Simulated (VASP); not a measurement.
CdF2, 3 atoms in the cell. The structure is cubic, space group Fm-3m (No. 225). The conventional cell has a = 5.424 Å, b = 5.424 Å, c = 5.424 Å, α = 90.00°, β = 90.00°, γ = 90.00°. Cd (site symmetry m-3m) has 8 F at 2.35 Å within 3.1 Å. Within 3.1 Å of F (site symmetry -43m) lie 4 Cd at 2.35 Å and 6 F at 2.71 Å. 

- Program: VASP 6.6.1
- Task: single point
- Functional: PBE
- Potentials or basis: VASP PAW PBE potentials, release 64 (Cd, F)
- Cutoff: 520 eV
- k mesh: 9 × 9 × 9
- Occupations: fermi-dirac, width 0.05 eV
- Spin: no spin polarisation
- Dipole correction: no
- Further INCAR settings: ALGO = Normal; EDIFF = 1e-07; NBANDS = 20

Potentials or basis: VASP PAW PBE potentials, release 64 (Cd, F).

The run is started by

```bash
$ cat potpaw_PBE.64/Cd/POTCAR potpaw_PBE.64/F/POTCAR > POTCAR
$ mpirun -np 1 vasp_std > vasp.out
```

Hardware: 1 thread of Intel(R) Xeon(R) Platinum 8175M CPU @ 2.50GHz (Skylake/Cascade Lake), on a shared host.

Task: How long does it take, and how much memory?

Result: Run time: 42 s on 1 thread of Intel(R) Xeon(R) Platinum 8175M CPU @ 2.50GHz (Skylake/Cascade Lake), with other jobs on the host, peak memory 0.18 GiB. Counts: scf iterations 15, k points 35.
